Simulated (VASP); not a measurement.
Input of a VASP 6.6.1 run:

The input INCAR:

```
SYSTEM = Nb
  PREC = Accurate
  ENCUT = 520
  EDIFF = 1E-7
  ISMEAR = -1
  SIGMA = 0.1
  LREAL = .FALSE.
  LASPH = .TRUE.
  NELM = 60
  ALGO = Normal
  ISIF = 2
  LWAVE = .FALSE.
  LCHARG = .TRUE.
  GGA = B5
  ALDAX = 1.0
  AGGAX = 1.0
  AGGAC = 1.0
  ALDAC = 0.0
  LELF = .TRUE.
  LVHAR = .TRUE.
  NBANDS = 26
```

KPOINTS

```
regular mesh
0
G
  8 8 13
  0 0 0
```

Contents of POSCAR:

```
Nb
1.0
    5.0838686154      0.0000000000      0.0000000000
   -2.5419343077      4.4027593704      0.0000000000
    0.0000000000      0.0000000000      2.7854942756
Nb
3
Direct
    1.0000000000      0.0000000000      0.0000000000
    0.3333333333      0.6666666667      0.5000000000
    0.6666666667      0.3333333333      0.5000000000
```

Potentials or basis: VASP PAW PBE potentials, release 64 (Nb_sv).

The run is started by

```bash
$ cat potpaw_PBE.64/Nb_sv/POTCAR > POTCAR
$ mpirun -np 1 vasp_std > vasp.out
```

**Question.** What does it give for the band gap on the k mesh?

**Answer.** Zero (an odd number of electrons rules out a gap without spin polarisation).

**Question.** Estimate the pressure.

**Answer.** -10.0 GPa.

Stress tensor (GPa, compression positive):
```
 -9.24   0.00   0.00
  0.00  -9.24   0.00
  0.00   0.00 -11.52
```

Caveat: the cell stands under tension; the PAW data sets were made with another functional, which shifts forces and pressure a little.
